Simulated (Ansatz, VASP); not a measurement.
## Ir in VASP and in Ansatz

```
CELL_PARAMETERS angstrom
0.00000 1.90583 1.90583
1.90583 0.00000 1.90583
1.90583 1.90583 0.00000
ATOMIC_POSITIONS crystal
Ir 0.00000 0.00000 0.00000
```

Alike in both runs: functional LDA; k mesh 14 × 14 × 14; occupations fermi-dirac, width 0.05 eV; collinear spin.

Ansatz relaxed the structure, and its values are those at the end. VASP's run is a single point on that final structure, the one shown.

|  | VASP | Ansatz |
| --- | --- | --- |
| version | VASP 6.6.1 | Ansatz 0.2.0 |
| potentials or method | VASP PAW LDA potentials, release 64 (Ir), cutoff 520 eV | plane waves (420 eV) with PAW, scalar-relativistic |
| valence electrons in the cell | 9 | 17 |

```tsv
	VASP	Ansatz	Ansatz less VASP
pressure (GPa)	2.7	0.0	-2.61
net moment per atom (μB)	0.00	0.00	0.000
```

Ansatz warns that its potentials were made for another functional, while VASP's fit it. LDA's correlation is that of Perdew and Zunger in VASP and of Perdew and Wang (1992) in Ansatz. VASP's potentials hold 9 valence electrons a cell and Ansatz's 17, so a difference there can come from the potentials and not from the codes. Ansatz's warnings: seeded moment not kept.

Neither program's run includes spin-orbit coupling.
